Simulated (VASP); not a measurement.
Here is a VASP 6.6.1 calculation.

Contents of POSCAR:

```
ScAl3
1.0
   -2.0026840907      2.0026840907      4.3795826719
    2.0026840907     -2.0026840907      4.3795826719
    2.0026840907      2.0026840907     -4.3795826719
Sc Al
1 3
Direct
    0.0000000000      0.0000000000      0.0000000000
    0.7500000000      0.2500000000      0.5000000000
    0.2500000000      0.7500000000      0.5000000000
    0.5000000000      0.5000000000      0.0000000000
```

Contents of INCAR.step1:

```
ALGO     = Normal         # electronic algorithm
EDIFF    = 1E-4           # SCF threshold, eV
ENCUT    = 520            # plane-wave cutoff, eV
GGA      = PE             # functional
ISMEAR   = 0              # smearing method
LASPH    = T              # aspherical terms in the spheres
LCHARG   = F              # write CHGCAR
LREAL    = F              # projectors in reciprocal space
LWAVE    = T              # write WAVECAR
NBANDS   = 18             # bands
NELM     = 100            # most SCF steps
PREC     = Accurate       # precision mode
SIGMA    = 0.1            # smearing width, eV
```

File INCAR.step2:

```
ALGO     = Normal         # electronic algorithm
EDIFF    = 1E-6           # SCF threshold, eV
ENCUT    = 520            # plane-wave cutoff, eV
ISIF     = 2              # what is computed and relaxed
ISMEAR   = 0              # smearing method
ISTART   = 1            
LASPH    = T              # aspherical terms in the spheres
LCHARG   = T              # write CHGCAR
LELF     = T              # ELF
LMIXTAU  = T            
LREAL    = F              # projectors in reciprocal space
LVHAR    = T            
LWAVE    = F              # write WAVECAR
METAGGA  = R2SCAN         # meta-GGA
NBANDS   = 18             # bands
NELM     = 100            # most SCF steps
PREC     = Accurate       # precision mode
SIGMA    = 0.1            # smearing width, eV
```

The input KPOINTS:

```
k-points
0
Gamma
  16 16 16
```

Potentials or basis: VASP PAW PBE potentials, release 64 (Sc_sv, Al).

Run with:

```bash
$ cat potpaw_PBE.64/Sc_sv/POTCAR potpaw_PBE.64/Al/POTCAR > POTCAR
$ cp INCAR.step1 INCAR
$ mpirun -np 1 vasp_std > vasp.out
$ cp INCAR.step2 INCAR
$ mpirun -np 1 vasp_std > vasp.out
```

Problem. Predict the band gap on the k mesh.

Solution. Zero (bands 10 and 11 overlap by 2.17 eV).

Problem. Predict the pressure.

Solution. 0.0 GPa.

Caveat: the PAW data sets were made with another functional, which shifts forces and pressure a little.
